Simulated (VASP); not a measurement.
Ta4C3: single point with r2SCAN

Ta4C3:

```xyz
7
Lattice="-3.1178 0.0000 0.0000 -1.5589 -2.7001 0.0000 0.0000 0.9000 10.2186" Properties=species:S:1:pos:R:3 pbc="T T T"
Ta   -1.4502   -0.8373    1.9418
Ta   -1.4502   -0.8373    9.6376
Ta    0.1087    0.0627    7.1430
Ta   -3.0091   -1.7373    4.6289
C    -1.4502   -0.8373    5.8942
C    -4.5680   -2.6374    0.5819
C     0.1087    0.0627    3.3104
```

* Program: VASP 6.6.1
* Task: single point
* Functional: r2SCAN
* Potentials or basis: VASP PAW PBE potentials, release 64 (Ta_pv, C)
* Cutoff: 520 eV
* k mesh: 14 × 14 × 4
* Occupations: gaussian, width 0.15 eV
* Spin: no spin polarisation
* Dipole correction: no
* Further INCAR settings: ALGO = Normal; EDIFF = 1e-06; NBANDS = 37

The pressure is 35.2 GPa, the largest force is 35.722 eV/Å and the band gap on the k mesh is zero (bands 28 and 29 overlap by 0.48 eV).

Forces in eV/Å, atoms in the order of the input:
```
Ta    0.000   0.742   3.463
Ta    0.000  20.788 -29.050
Ta    0.000  -0.097  -0.061
Ta    0.000  -0.059  -0.303
C     0.000   0.094   0.280
C     0.000 -21.740  25.927
C     0.000   0.272  -0.256
```

Stress tensor (GPa, compression positive):
```
  1.37   0.00   0.00
  0.00  35.58 -41.08
  0.00 -41.08  68.69
```

Levels at points of the mesh, in eV from the Fermi level:
| k point | band 26 | band 27 | band 28 | band 29 | band 30 | band 31 |
| --- | --- | --- | --- | --- | --- | --- |
| (0.00, 0.00, 0.00) | -1.64 | -0.41 | -0.35 | 0.10 | 0.75 | 1.06 |
| (0.50, 0.00, 0.00) | -1.61 | -0.94 | 0.00 | 1.63 | 1.84 | 2.55 |
| (0.00, 0.50, 0.00) | -2.28 | -1.56 | -0.38 | 1.59 | 2.51 | 2.82 |
| (0.00, 0.00, 0.50) | -1.58 | -0.40 | -0.38 | 0.55 | 0.77 | 0.96 |
| (0.50, 0.00, 0.50) | -1.69 | -0.61 | -0.27 | 1.33 | 2.33 | 2.69 |
| (0.00, 0.50, 0.50) | -2.50 | -1.48 | -0.01 | 1.59 | 2.33 | 2.52 |

Run time: 99 min on 1 thread of Oxide Virtual Turin-like Processor, with other jobs on the host, peak memory 0.57 GiB.

Caveat: atoms lie so close that the PAW spheres overlap strongly, which falsifies energies and pressures; the cell stands under pressure; the PAW data sets were made with another functional, which shifts forces and pressure a little; spin-orbit coupling is left out, which moves the levels of the heavy elements.
